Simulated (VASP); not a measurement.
# Au in VASP: single point with PBEsol

Aim: the single point of Au with PBEsol.

Program: VASP 6.6.1. These are calculated values, not measurements. Logs are shortened: lines on timing, memory, paths and dates and some standing lists are left out, and cuts for length are marked.

**1. The cell of the first run**

The typed cell holds 1 atom: a = 2.812 Å, b = 2.812 Å, c = 3.247 Å, α = 54.73°, β = 54.73°, γ = 70.53°.

This isn't the form of Au at room conditions, which is fcc.

**2. Single point, PBEsol**

File INCAR:

```
SYSTEM = Au
ALGO     = Fast           ! electronic algorithm
EDIFF    = 1E-6           ! SCF threshold, eV
ENCUT    = 520            ! plane-wave cutoff, eV
GGA      = PS             ! functional
ISIF     = 2              ! what is computed and relaxed
ISMEAR   = 0              ! smearing method
LASPH    = .True.         ! aspherical terms in the spheres
LCHARG   = .False.        ! write CHGCAR
LREAL    = .False.        ! projectors in reciprocal space
LWAVE    = .False.        ! write WAVECAR
NBANDS   = 12             ! bands
NELM     = 100            ! most SCF steps
PREC     = Accurate       ! precision mode
SIGMA    = 0.15           ! smearing width, eV
```

File KPOINTS:

```
k-points
0
Gamma
  22 22 22
  0 0 0
```

File POSCAR:

```
Au
1.0
    0.0000000000      2.2961117053      1.6233509757
    2.2961117053      0.0000000000      1.6233509757
    2.2961117053      2.2961117053      0.0000000000
Au
1
Direct
    0.0000000000      0.0000000000      0.0000000000
```

Potentials or basis: VASP PAW PBE potentials, release 64 (Au).

Command:

```console
$ cat potpaw_PBE.64/Au/POTCAR > POTCAR
$ mpirun -np 1 vasp_std > vasp.out
```

OUTCAR:

```text
SYSTEM = Au
   EDIFF = 1E-6
   ENCUT = 520
   GGA = PS
   ISIF = 2
   ISMEAR = 0
   LASPH = .True.
   LREAL = .False.
   NELM = 100
   PREC = Accurate

 ion  position               nearest neighbor table
   1  0.000  0.000  0.000-

  LATTYP: Found a body centered tetragonal cell.
 ALAT       =     3.2471923144
 C/A-ratio  =     0.9998489886

  Lattice vectors:

 A1 = (   0.0000000000,  -2.2961117053,  -1.6233509757)
 A2 = (   0.0000000000,   2.2961117053,  -1.6233509757)
 A3 = (   2.2961117053,   0.0000000000,   1.6233509757)

Analysis of symmetry for initial positions (statically):
=====================================================================
 Subroutine PRICEL returns:
 Original cell was already a primitive cell.

 Routine SETGRP: Setting up the symmetry group for a
 body centered tetragonal supercell.

 Subroutine GETGRP returns: Found 16 space group operations
 (whereof 16 operations were pure point group operations)
 out of a pool of 16 trial point group operations.

The static configuration has the point symmetry D_4h.

Analysis of symmetry for dynamics (positions and initial velocities):
=====================================================================
 Subroutine PRICEL returns:
 Original cell was already a primitive cell.

 Routine SETGRP: Setting up the symmetry group for a
 body centered tetragonal supercell.

 Subroutine GETGRP returns: Found 16 space group operations
 (whereof 16 operations were pure point group operations)
 out of a pool of 16 trial point group operations.

The dynamic configuration has the point symmetry D_4h.

 Subroutine INISYM returns: Found 16 space group operations
 (whereof 16 operations are pure point group operations),
 and found     1 'primitive' translations

----------------------------------------------------------------------------------------

                                     Primitive cell

  volume of cell :      17.1170

  direct lattice vectors                    reciprocal lattice vectors
     0.000000000  2.296111705  1.623350976    -0.217759440  0.217759440  0.308004866
     2.296111705  0.000000000  1.623350976     0.217759440 -0.217759440  0.308004866
     2.296111705  2.296111705  0.000000000     0.217759440  0.217759440 -0.308004866

  length of vectors
     2.812009487  2.812009487  3.247192314     0.435551771  0.435551771  0.435551771

  position of ions in fractional coordinates (direct lattice)
     0.000000000  0.000000000  0.000000000

  ion indices of the primitive-cell ions
   primitive index   ion index
                 1           1

----------------------------------------------------------------------------------------

 KPOINTS: k-points

Automatic generation of k-mesh.
 Grid dimensions read from file:
 generate k-points for:   22   22   22

 Generating k-lattice:

  Cartesian coordinates                     Fractional coordinates (reciprocal lattice)
    -0.009898156  0.009898156  0.014000221     0.045454545  0.000000000  0.000000000
     0.009898156 -0.009898156  0.014000221     0.000000000  0.045454545  0.000000000
     0.009898156  0.009898156 -0.014000221     0.000000000  0.000000000  0.045454545

  Length of vectors
     0.019797808  0.019797808  0.019797808

  Shift w.r.t. Gamma in fractional coordinates (k-lattice)
     0.000000000  0.000000000  0.000000000

 Subroutine IBZKPT returns following result:
 ===========================================

 Found    834 irreducible k-points:

 Following reciprocal coordinates:
            Coordinates               Weight
  0.000000  0.000000  0.000000      1.000000
  0.045455  0.000000  0.000000      8.000000
  0.090909  0.000000  0.000000      8.000000
  0.136364  0.000000  0.000000      8.000000
  0.181818  0.000000  0.000000      8.000000
  0.227273 -0.000000  0.000000      8.000000
[... 16 lines left out ...]
  0.500000  0.045455  0.000000      8.000000
 -0.454545  0.045455  0.000000      8.000000
 [... further k-points ...]
   k-points           NKPTS =    834   k-points in BZ     NKDIM =    834   number of bands    NBANDS=     12
   number of dos      NEDOS =    301   number of ions     NIONS =      1
   total plane-waves  NPLWV =  13824
   dimension x,y,z NGX =    24 NGY =   24 NGZ =   24
   dimension x,y,z NGXF=    48 NGYF=   48 NGZF=   48
   ions per type =               1
   NGX,Y,Z   is equivalent  to a cutoff of  14.19, 14.19, 12.29 a.u.
   NGXF,Y,Z  is equivalent  to a cutoff of  28.38, 28.38, 24.57 a.u.
 SYSTEM =  Au
   PREC   = accura    normal or accurate (medium, high low for compatibility)
   ISTART =      0    job   : 0-new  1-cont  2-samecut
   ICHARG =      2    charge: 1-file 2-atom 10-const
   ISPIN  =      1    spin polarized calculation?
   LNONCOLLINEAR =      F non collinear calculations
   LSORBIT =      F    spin-orbit coupling
   LASPH  =      T    aspherical Exc in radial PAW
   ENCUT  =  520.0 eV  38.22 Ry    6.18 a.u.   5.23  5.23  6.04*2*pi/ulx,y,z
   NELM   =    100;   NELMIN=  2; NELMDL= -5     # of ELM steps
   EDIFF  = 0.1E-05   stopping-criterion for ELM
   LREAL  =      F    real-space projection
   EDIFFG = 0.1E-04   stopping-criterion for IOM
   NSW    =      0    number of steps for IOM
   IBRION =     -1    ionic relax: 0-MD 1-quasi-New 2-CG
   NFREE  =      0    steps in history (QN), initial steepest desc. (CG)
   ISIF   =      2    stress and relaxation
   ISYM   =      2    0-nonsym 1-usesym 2-fastsym
   POTIM  = 0.5000    time-step for ionic-motion
   TEBEG  =    0.0;   TEEND  =   0.0 temperature during run
   PSTRESS=    0.0 pullay stress
   NELECT =      11.0000    total number of electrons
   NUPDOWN=      -1.0000    fix difference up-down
   EMIN   =  10.00;   EMAX   =-10.00  energy-range for DOS
   EFERMI =   0.00;   METHOD = LEGACY
   ISMEAR =     0;   SIGMA  =   0.15  broadening in eV -4-tet -1-fermi 0-gaus
   EFERMI_NEDOS =   21; number of points for ismear=-14 and -15
   IALGO  =     68    algorithm
   IMIX   =      4    mixing-type and parameters
     AMIX     =   0.40;   BMIX     =  1.00
     AMIX_MAG =   1.60;   BMIX_MAG =  1.00
  volume/ion in A,a.u.               =      17.12       115.51
  Fermi-wavevector in a.u.,A,eV,Ry     =   1.412742  2.669696 27.155058  1.995840
  Thomas-Fermi vector in A             =   2.534459
   LORBIT       =      0    0 simple, 1 ext, 2 COOP (PROOUT), +10 PAW based schemes
   GGA     = PS    functional components
   LHFCALC =     F    Hartree Fock is set to
   AEXX    =    0.0000 exact exchange contribution
   IVDW    =     0    specifies the selected vdW correction
   LEPSILON=     F    determine dielectric tensor
   LRPA    =     F    only Hartree local field effects (RPA)
 non-spin polarized calculation
 RMM-DIIS sequential band-by-band and
 Gauss-broadening in eV      SIGMA  =   0.15
  energy-cutoff  :      520.00
  volume of cell :       17.12
 maximum number of plane-waves:       474
 NGX is ok and might be reduce to    24
   NGX = 11   NGY = 11   NGZ = 13

 number of electron      11.0000001 magnetization

 Free energy of the ion-electron system (eV)
  ---------------------------------------------------
  ext. energy  EPLUGINS =         0.00000000
  ---------------------------------------------------
  free energy    TOTEN  =        -3.90475731 eV

  energy without entropy =       -3.90247988  energy(sigma->0) =       -3.90361860

 E-fermi :   9.2023     XC(G=0): -12.8610

 val. band max:        9.1517304338   @ k =   0.4091   0.1818   0.0000
 cond. band min:       9.2305651577   @ k =   0.5000   0.0000   0.4091
 fundamental gap:      0.0788347240
 Fermi energy:         9.2023041641

 k-point     1 :       0.0000    0.0000    0.0000
  band No.  band energies     occupation
      1      -0.6579      2.00000
      2       4.3680      2.00000
      3       4.3690      2.00000
      4       4.3690      2.00000
      5       6.3069      2.00000
      6       6.3080      2.00000
      7      25.7032      0.00000
      8      25.7032      0.00000
      9      25.7059      0.00000
     10      33.4390      0.00000
     11      33.4404      0.00000
     12      33.4445      0.00000

 k-point     2 :       0.0455    0.0000    0.0000
  band No.  band energies     occupation
      1      -0.5815      2.00000
      2       4.3437      2.00000
      3       4.3712      2.00000
      4       4.4227      2.00000
      5       6.2771      2.00000
      6       6.3089      2.00000
      7      25.7053      0.00000
      8      25.7280      0.00000
      9      25.8017      0.00000
     10      32.2701      0.00000
     11      32.4442      0.00000
     12      33.1616      0.00000

 k-point     3 :       0.0909    0.0000    0.0000
  band No.  band energies     occupation
      1      -0.3561      2.00000
      2       4.2722      2.00000
      3       4.3756      2.00000
      4       4.5832      2.00000
      5       6.1967      2.00000
      6       6.3144      2.00000
      7      25.6214      0.00000
      8      25.7525      0.00000
      9      26.0919      0.00000
     10      30.9482      0.00000
     11      31.0593      0.00000
     12      32.3885      0.00000
[... 286 lines left out ...]
 k-point    23 :       0.5000    0.0455    0.0000
  band No.  band energies     occupation
      1       2.0391      2.00000
      2       3.3343      2.00000
      3       6.1000      2.00000
      4       6.2300      2.00000
      5       7.8408      2.00000
      6       8.8610      1.99871
      7      12.7433      0.00000
      8      21.6350      0.00000
      9      22.8761      0.00000
     10      31.1045      0.00000
     11      31.5184      0.00000
     12      31.8177      0.00000

 k-point    24 :      -0.4545    0.0455    0.0000
  band No.  band energies     occupation
      1       2.0468      2.00000
      2       3.3541      2.00000
      3       6.0260      2.00000
      4       6.2585      2.00000
      5       7.7431      2.00000
      6       8.3662      2.00000
      7      13.3984      0.00000
      8      21.7289      0.00000
      9      23.0662      0.00000
     10      30.9509      0.00000
     11      31.3914      0.00000
     12      31.9769      0.00000

 [... further k-points ...]

------------------------ aborting loop because EDIFF is reached ----------------------------------------

  FORCE on cell =-STRESS in cart. coord.  units (eV):
  Direction    XX          YY          ZZ          XY          YZ          ZX
  --------------------------------------------------------------------------------------
  -------------------------------------------------------------------------------------
  Total       -0.0937341     -0.0937341     -0.0936757      0.0000000      0.0000000      0.0000000
  in kB       -8.7736398     -8.7736398     -8.7681701      0.0000000      0.0000000      0.0000000
  external PRESSURE =      -8.7718166 kB  Pullay stress =       0.0000000 kB

 VOLUME and BASIS-vectors are now :
 -----------------------------------------------------------------------------
  energy-cutoff  :      520.00
  volume of cell :       17.12
      direct lattice vectors                 reciprocal lattice vectors
     0.000000000  2.296111705  1.623350976    -0.217759440  0.217759440  0.308004866
     2.296111705  0.000000000  1.623350976     0.217759440 -0.217759440  0.308004866
     2.296111705  2.296111705  0.000000000     0.217759440  0.217759440 -0.308004866

 POSITION                                       TOTAL-FORCE (eV/Angst)
 -----------------------------------------------------------------------------------
      0.00000      0.00000      0.00000         0.000000      0.000000      0.000000
 -----------------------------------------------------------------------------------
    total drift:                               -0.000000     -0.000000     -0.000000

  FREE ENERGIE OF THE ION-ELECTRON SYSTEM (eV)
  ---------------------------------------------------
  free  energy   TOTEN  =        -3.9047573075 eV

  energy  without entropy=       -3.9024798830  energy(sigma->0) =       -3.90361860
```

It took 87 s on 1 thread of AMD EPYC 9R45 (Zen 5), shared host; peak memory 0.25 GiB.

Results:

```yaml
Free_energy: -3.9048 eV
Pressure: -0.9 GPa
Band_gap_on_the_k_mesh: zero (an odd number of electrons rules out a gap without spin polarisation)
```

Caveat: the PAW data sets were made with another functional, which shifts forces and pressure a little; spin-orbit coupling is left out, which moves the levels of the heavy elements.

The gap in the log of VASP goes by the Fermi energy; the results here count the filled bands.